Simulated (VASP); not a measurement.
# Zn (P6_3/mmc) in VASP: notebook

The runs below take Zn through single point, with LDA.

Program: VASP 6.6.1. These are calculated values, not measurements. Logs are shortened: lines on timing, memory, paths and dates and some standing lists are left out, and cuts for length are marked.

**1. The cell of the first run**

Symmetry: P6_3/mmc, No. 194, hexagonal system. Conventional cell: a = 2.585 Å, b = 2.585 Å, c = 4.798 Å, α = 90.00°, β = 90.00°, γ = 120.00°. Within 3.4 Å of Zn (site symmetry -6m2) lie 12 Zn at 2.58 to 2.83 Å.

**2. Single point, LDA (strain -0.030 along x and y, -0.030 along z)**

INCAR reads:

```
ALGO = Fast ; EDIFF = 1E-6
ENCUT = 520 ; ISIF = 2
ISMEAR = 0 ; LASPH = T
LCHARG = F ; LREAL = F
LWAVE = F ; NBANDS = 19
NELM = 80 ; PREC = Accurate
SIGMA = 0.15
```

KPOINTS reads:

```
k-points
0
Gamma
  21 21 10
```

POSCAR reads:

```
Zn
1.0
    2.5848541116      0.0000000000      0.0000000000
   -1.2924270558      2.2385493257      0.0000000000
    0.0000000000      0.0000000000      4.7982990000
Zn
2
Direct
    0.3333333333      0.6666666667      0.2500000000
    0.6666666667      0.3333333333      0.7500000000
```

Potentials or basis: VASP PAW LDA potentials, release 64 (Zn).

Started as:

```sh
> cat potpaw_LDA.64/Zn/POTCAR > POTCAR
> mpirun -np 1 vasp_std > vasp.out
```

OUTCAR:

```text
EDIFF = 1E-6
   ENCUT = 520
   ISIF = 2
   ISMEAR = 0
   LASPH = T
   LREAL = F
   NELM = 80
   PREC = Accurate

 ion  position               nearest neighbor table
   1  0.333  0.667  0.250-   2 2.83   2 2.83   2 2.83   2 2.83   2 2.83   2 2.83
   2  0.667  0.333  0.750-   1 2.83   1 2.83   1 2.83   1 2.83   1 2.83   1 2.83

  LATTYP: Found a hexagonal cell.
 ALAT       =     2.5848541116
 C/A-ratio  =     1.8563132745

  Lattice vectors:

 A1 = (   2.5848541116,   0.0000000000,   0.0000000000)
 A2 = (  -1.2924270558,   2.2385493257,   0.0000000000)
 A3 = (   0.0000000000,   0.0000000000,   4.7982990000)

Analysis of symmetry for initial positions (statically):
=====================================================================
 Subroutine PRICEL returns:
 Original cell was already a primitive cell.

 Routine SETGRP: Setting up the symmetry group for a
 hexagonal supercell.

 Subroutine GETGRP returns: Found 24 space group operations
 (whereof 12 operations were pure point group operations)
 out of a pool of 24 trial point group operations.

The static configuration has the point symmetry D_3d.
 The point group associated with its full space group is D_6h.

Analysis of symmetry for dynamics (positions and initial velocities):
=====================================================================
 Subroutine PRICEL returns:
 Original cell was already a primitive cell.

 Routine SETGRP: Setting up the symmetry group for a
 hexagonal supercell.

 Subroutine GETGRP returns: Found 24 space group operations
 (whereof 12 operations were pure point group operations)
 out of a pool of 24 trial point group operations.

The dynamic configuration has the point symmetry D_3d.
 The point group associated with its full space group is D_6h.

 Subroutine INISYM returns: Found 24 space group operations
 (whereof 12 operations are pure point group operations),
 and found     1 'primitive' translations

----------------------------------------------------------------------------------------

                                     Primitive cell

  volume of cell :      27.7645

  direct lattice vectors                    reciprocal lattice vectors
[... 81 lines left out ...]
   ISPIN  =      1    spin polarized calculation?
   LNONCOLLINEAR =      F non collinear calculations
   LSORBIT =      F    spin-orbit coupling
   LASPH  =      T    aspherical Exc in radial PAW
   ENCUT  =  520.0 eV  38.22 Ry    6.18 a.u.   4.81  4.81  8.92*2*pi/ulx,y,z
   NELM   =     80;   NELMIN=  2; NELMDL= -5     # of ELM steps
   EDIFF  = 0.1E-05   stopping-criterion for ELM
   LREAL  =      F    real-space projection
   EDIFFG = 0.1E-04   stopping-criterion for IOM
   NSW    =      0    number of steps for IOM
   IBRION =     -1    ionic relax: 0-MD 1-quasi-New 2-CG
   NFREE  =      0    steps in history (QN), initial steepest desc. (CG)
   ISIF   =      2    stress and relaxation
   ISYM   =      2    0-nonsym 1-usesym 2-fastsym
   POTIM  = 0.5000    time-step for ionic-motion
   TEBEG  =    0.0;   TEEND  =   0.0 temperature during run
   PSTRESS=    0.0 pullay stress
   NELECT =      24.0000    total number of electrons
   NUPDOWN=      -1.0000    fix difference up-down
   EMIN   =  10.00;   EMAX   =-10.00  energy-range for DOS
   EFERMI =   0.00;   METHOD = LEGACY
   ISMEAR =     0;   SIGMA  =   0.15  broadening in eV -4-tet -1-fermi 0-gaus
   EFERMI_NEDOS =   21; number of points for ismear=-14 and -15
   IALGO  =     68    algorithm
   IMIX   =      4    mixing-type and parameters
     AMIX     =   0.40;   BMIX     =  1.00
     AMIX_MAG =   1.60;   BMIX_MAG =  1.00
  volume/ion in A,a.u.               =      13.88        93.68
  Fermi-wavevector in a.u.,A,eV,Ry     =   1.559488  2.947004 33.089387  2.432001
  Thomas-Fermi vector in A             =   2.662839
   LORBIT       =      0    0 simple, 1 ext, 2 COOP (PROOUT), +10 PAW based schemes
   GGA     = CA    functional components
   LHFCALC =     F    Hartree Fock is set to
   AEXX    =    0.0000 exact exchange contribution
   IVDW    =     0    specifies the selected vdW correction
   LEPSILON=     F    determine dielectric tensor
   LRPA    =     F    only Hartree local field effects (RPA)
 non-spin polarized calculation
 RMM-DIIS sequential band-by-band and
 Gauss-broadening in eV      SIGMA  =   0.15
  energy-cutoff  :      520.00
  volume of cell :       27.76
 maximum number of plane-waves:       762
 NGX is ok and might be reduce to    20
   NGX =  9   NGY =  9   NGZ = 17

 number of electron      24.0000011 magnetization

 Free energy of the ion-electron system (eV)
  ---------------------------------------------------
  ext. energy  EPLUGINS =         0.00000000
  ---------------------------------------------------
  free energy    TOTEN  =        -3.75234905 eV

  energy without entropy =       -3.74693521  energy(sigma->0) =       -3.74964213

 E-fermi :   3.6373     XC(G=0): -12.3792

 val. band max:        3.6253008643   @ k =   0.3333   0.3333   0.0000
 cond. band min:       3.6490967691   @ k =   0.3333   0.2857   0.5000
 fundamental gap:      0.0237959048
 Fermi energy:         3.6372980016

 k-point     1 :       0.0000    0.0000    0.0000
  band No.  band energies     occupation
      1      -7.5875      2.00000
      2      -5.5523      2.00000
      3      -4.7177      2.00000
      4      -4.4474      2.00000
      5      -4.4474      2.00000
      6      -4.3874      2.00000
[... 505 lines left out ...]
      6      -4.3358      2.00000
[... 11 lines left out ...]
     18      20.0826      0.00000
     19      20.4505      0.00000

 [... further k-points ...]

------------------------ aborting loop because EDIFF is reached ----------------------------------------

  FORCE on cell =-STRESS in cart. coord.  units (eV):
  Direction    XX          YY          ZZ          XY          YZ          ZX
  --------------------------------------------------------------------------------------
  -------------------------------------------------------------------------------------
  Total       -0.3327547     -0.3327547      0.0407881      0.0000000     -0.0000000      0.0000000
  in kB      -19.2019222    -19.2019222      2.3537180      0.0000000     -0.0000000      0.0000000
  external PRESSURE =     -12.0167088 kB  Pullay stress =       0.0000000 kB

 VOLUME and BASIS-vectors are now :
 -----------------------------------------------------------------------------
  energy-cutoff  :      520.00
  volume of cell :       27.76
      direct lattice vectors                 reciprocal lattice vectors
     2.584854112  0.000000000  0.000000000     0.386869029  0.223358938  0.000000000
    -1.292427056  2.238549326  0.000000000     0.000000000  0.446717876  0.000000000
     0.000000000  0.000000000  4.798299000     0.000000000  0.000000000  0.208407188

 POSITION                                       TOTAL-FORCE (eV/Angst)
 -----------------------------------------------------------------------------------
     -0.00000      1.49237      1.19957        -0.000000      0.000000      0.000000
      1.29243      0.74618      3.59872         0.000000     -0.000000      0.000000
 -----------------------------------------------------------------------------------
    total drift:                               -0.000000      0.000000      0.000000

  FREE ENERGIE OF THE ION-ELECTRON SYSTEM (eV)
  ---------------------------------------------------
  free  energy   TOTEN  =        -3.7523490547 eV

  energy  without entropy=       -3.7469352083  energy(sigma->0) =       -3.74964213
```

OSZICAR:

```text
N       E                     dE             d eps       ncg     rms          rms(c)
DAV:   1     0.111758487619E+03    0.11176E+03   -0.12357E+04 11488   0.206E+03
DAV:   2     0.118238734253E+01   -0.11058E+03   -0.10660E+03 11009   0.298E+02
DAV:   3    -0.403373467086E+01   -0.52161E+01   -0.51944E+01 12137   0.710E+01
DAV:   4    -0.406431379528E+01   -0.30579E-01   -0.30572E-01 11946   0.557E+00
DAV:   5    -0.406435222817E+01   -0.38433E-04   -0.38433E-04 12017   0.180E-01    0.493E+00
RMM:   6    -0.378293580202E+01    0.28142E+00   -0.93643E-01 12699   0.116E+01    0.359E+00
RMM:   7    -0.376322028987E+01    0.19716E-01   -0.36114E-02 13140   0.269E+00    0.175E+00
RMM:   8    -0.375247054858E+01    0.10750E-01   -0.76548E-03 12494   0.629E-01    0.130E-01
RMM:   9    -0.375238092751E+01    0.89621E-04   -0.19009E-03 13474   0.625E-01    0.921E-02
RMM:  10    -0.375234773819E+01    0.33189E-04   -0.16328E-04 13232   0.124E-01    0.881E-03
RMM:  11    -0.375234902985E+01   -0.12917E-05   -0.14955E-05 13025   0.357E-02    0.377E-03
RMM:  12    -0.375234905471E+01   -0.24856E-07   -0.25923E-06  9062   0.201E-02
   1 F= -.37523491E+01 E0= -.37496421E+01  d E =-.541385E-02
```

stdout:

```text
POSCAR found type information on POSCAR Zn
 POSCAR found :  1 types and       2 ions
 scaLAPACK will be used
 LDA part: xc-table for (Slater(with rela. corr.)+CA(PZ))
 , standard interpolation
 POSCAR, INCAR and KPOINTS ok, starting setup
 FFT: planning ... GRIDC
 FFT: planning ... GRID_SOFT
 FFT: planning ... GRID
 WAVECAR not read
 entering main loop
WARNING in EDDRMM: call to ZHEGV failed, returncode =   6  3     19
```

Wall time 46 s (1 thread of Intel Xeon 6975P-C (Granite Rapids), shared host); peak memory 0.22 GiB.

What came out:

```
Free energy            : -3.7523 eV
Pressure               : -1.2 GPa
Band gap on the k mesh : zero (band 12 reaches 5.09 eV, above the bottom of band 13 at 0.55 eV)
```

Stress tensor (GPa, compression positive):
```
-1.92  0.00  0.00
 0.00 -1.92  0.00
 0.00  0.00  0.24
```

Levels at points of the mesh, in eV from the Fermi level:
| k point | band 10 | band 11 | band 12 | band 13 | band 14 | band 15 |
| --- | --- | --- | --- | --- | --- | --- |
| (0.00, 0.00, 0.00) | -7.38 | -7.38 | -4.14 | -3.09 | 14.31 | 18.20 |
| (0.00, 0.00, 0.50) | -7.49 | -7.49 | -7.49 | 4.80 | 4.80 | 19.84 |

Caveat: the cell differs from its parent crystal (strain -0.030 along x and y, -0.030 along z).

**3. Single point, LDA (strain -0.030 along x and y, +0.030 along z)**

INCAR reads:

```
SYSTEM = Zn
  PREC = Accurate
  ENCUT = 520
  EDIFF = 1E-6
  ISMEAR = 0
  SIGMA = 0.15
  LREAL = .FALSE.
  LASPH = .TRUE.
  NELM = 80
  ALGO = Fast
  ISIF = 2
  LWAVE = .FALSE.
  LCHARG = .FALSE.
  GGA = CA
  NBANDS = 19
```

KPOINTS reads:

```
regular mesh
0
G
  21 21 10
  0 0 0
```

Changes to POSCAR since step 2:

```diff
@@ -4,3 +4,3 @@
    -1.2924270558      2.2385493257      0.0000000000
-    0.0000000000      0.0000000000      4.7982990000
+    0.0000000000      0.0000000000      5.0951010000
 Zn
```

Potentials or basis: VASP PAW LDA potentials, release 64 (Zn).

Started as:

```sh
> cat potpaw_LDA.64/Zn/POTCAR > POTCAR
> mpirun -np 1 vasp_std > vasp.out
```

Run time: 54 s. Hardware: 1 thread of Intel Xeon 6975P-C (Granite Rapids), shared host; peak memory 0.22 GiB.

The run converged. Its results:

```
Free energy            : -3.7226 eV
Pressure               : -4.7 GPa
Band gap on the k mesh : zero (band 12 reaches 4.87 eV, above the bottom of band 13 at -0.64 eV)
```

Stress tensor (GPa, compression positive):
```
-4.48  0.00  0.00
 0.00 -4.48  0.00
 0.00  0.00 -5.15
```

Levels at points of the mesh, in eV from the Fermi level:
| k point | band 9 | band 10 | band 11 | band 12 | band 13 | band 14 | band 15 | band 16 |
| --- | --- | --- | --- | --- | --- | --- | --- | --- |
| (0.00, 0.00, 0.00) | -7.27 | -7.11 | -7.11 | -3.89 | -3.62 | 11.97 | 16.08 | 19.11 |
| (0.00, 0.00, 0.50) | -7.18 | -7.18 | -7.18 | -7.18 | 3.68 | 3.68 | 20.29 | 20.29 |

Caveat: the cell differs from its parent crystal (strain -0.030 along x and y, +0.030 along z).

**4. Single point, LDA (strain +0.000 along x and y, -0.030 along z)**

INCAR reads:

```
ALGO = Fast ; EDIFF = 1E-6
ENCUT = 520 ; GGA = CA
ISIF = 2 ; ISMEAR = 0
LASPH = True ; LCHARG = False
LREAL = False ; LWAVE = False
NBANDS = 19 ; NELM = 100
PREC = Accurate ; SIGMA = 0.15
```

KPOINTS reads:

```
k-points
0
Gamma
  21 21 10
```

POSCAR reads:

```
Zn
1.0
    2.6647980532      0.0000000000      0.0000000000
   -1.3323990266      2.3077828100      0.0000000000
    0.0000000000      0.0000000000      4.7982990000
Zn
2
Direct
    0.3333333333      0.6666666667      0.2500000000
    0.6666666667      0.3333333333      0.7500000000
```

Started as:

```sh
> cat potpaw_LDA.64/Zn/POTCAR > POTCAR
> mpirun -np 1 vasp_std > vasp.out
```

Run time: 47 s. Hardware: 1 thread of Intel Xeon 6975P-C (Granite Rapids), shared host; peak memory 0.22 GiB.

It converged, with:

* Free energy: -3.6939 eV
* Pressure: -6.7 GPa
* Band gap on the k mesh: zero (band 12 reaches 4.56 eV, above the bottom of band 13 at 0.39 eV)

Stress tensor (GPa, compression positive):
```
-7.60  0.00  0.00
 0.00 -7.60  0.00
 0.00  0.00 -4.82
```

Levels at points of the mesh, in eV from the Fermi level:
| k point | band 8 | band 9 | band 10 | band 11 | band 12 | band 13 | band 14 | band 15 | band 16 | band 17 |
| --- | --- | --- | --- | --- | --- | --- | --- | --- | --- | --- |
| (0.00, 0.00, 0.00) | -7.56 | -7.56 | -7.30 | -7.30 | -3.70 | -2.81 | 14.78 | 16.94 | 16.94 | 18.24 |
| (0.00, 0.00, 0.50) | -7.86 | -7.40 | -7.40 | -7.40 | -7.40 | 5.17 | 5.17 | 18.32 | 18.32 | 18.32 |

Caveat: the cell differs from its parent crystal (strain +0.000 along x and y, -0.030 along z).

**5. Summary**

| cell | gap on the mesh (eV) | pressure (GPa) |
| --- | --- | --- |
| a = 2.585, b = 2.585, c = 4.798 Å, angles 90.0, 90.0, 120.0°, 2 atoms | none | -1.2 |
| a = 2.585, b = 2.585, c = 5.095 Å, angles 90.0, 90.0, 120.0°, 2 atoms | none | -4.7 |
| a = 2.665, b = 2.665, c = 4.798 Å, angles 90.0, 90.0, 120.0°, 2 atoms | none | -6.7 |

Alike in all rows: task single point; level LDA; potentials or basis VASP PAW LDA potentials, release 64 (Zn); no spin polarisation; k mesh 21 × 21 × 10; cutoff (eV) 520; smearing gaussian 0.15 eV.

Absolute energies hang on the potentials; compare differences alone.
